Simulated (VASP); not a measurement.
# BN: single point with PBEsol

The system is BN.

```
B N
1.0
     4.53020    0.00000    0.00000
     0.00000    4.53020    0.00000
     0.00000    0.00000    2.30960
B N
4 4
Cartesian
  0.7889 3.7413 1.1548
  1.4762 1.4762 0.0000
  3.0540 3.0540 0.0000
  3.7413 0.7889 1.1548
  3.6803 3.6803 1.1548
  1.4152 3.1150 0.0000
  3.1150 1.4152 0.0000
  0.8499 0.8499 1.1548
```

| Item | Value |
| --- | --- |
| Program | VASP 6.6.1 |
| Task | single point |
| Functional | PBEsol |
| Potentials or basis | VASP PAW PBE potentials, release 64 (B, N) |
| Cutoff | 520 eV |
| k mesh | 6 × 6 × 10 |
| Occupations | gaussian, width 0.05 eV |
| Spin | no spin polarisation |

- Pressure: 24.6 GPa
- Largest force: 1.261 eV/Å
- Band gap on the k mesh: 4.04 eV (least direct gap 5.52 eV)

Forces in eV/Å, atoms in the order of the input:
```
B   -0.456  0.456  0.000
B    0.456  0.456  0.000
B   -0.456 -0.456  0.000
B    0.456 -0.456  0.000
N    0.891  0.891  0.000
N    0.891 -0.891  0.000
N   -0.891  0.891  0.000
N   -0.891 -0.891  0.000
```

Stress tensor (GPa, compression positive):
```
-17.70   0.00   0.00
  0.00 -17.70   0.00
  0.00   0.00 109.16
```

Levels at points of the mesh, in eV from the valence-band top:
```
           k point  band 14  band 15  band 16  band 17  band 18  band 19
(0.00, 0.00, 0.00)    -0.81    -0.30     0.00     6.38     6.38     7.24
(0.50, 0.00, 0.00)    -1.90    -0.80    -0.80     6.39     6.39     8.19
(0.50, 0.50, 0.00)    -2.03    -1.60    -1.60     6.52     6.52     9.64
(0.00, 0.00, 0.50)    -4.78    -3.55    -3.55     5.85     5.85     9.43
(0.50, 0.00, 0.50)    -3.66    -3.01    -3.01     6.29     6.29     8.05
(0.50, 0.50, 0.50)    -3.04    -3.04    -3.04     5.77     5.77     6.11
```

Run time: 73 s on 1 thread of Intel Xeon 8259CL (shared host), peak memory 0.19 GiB.

Caveat: the stress differs along the axes, from -18 to 109 GPa; the PAW data sets were made with another functional, which shifts forces and pressure a little. A k mesh can miss the band edges.
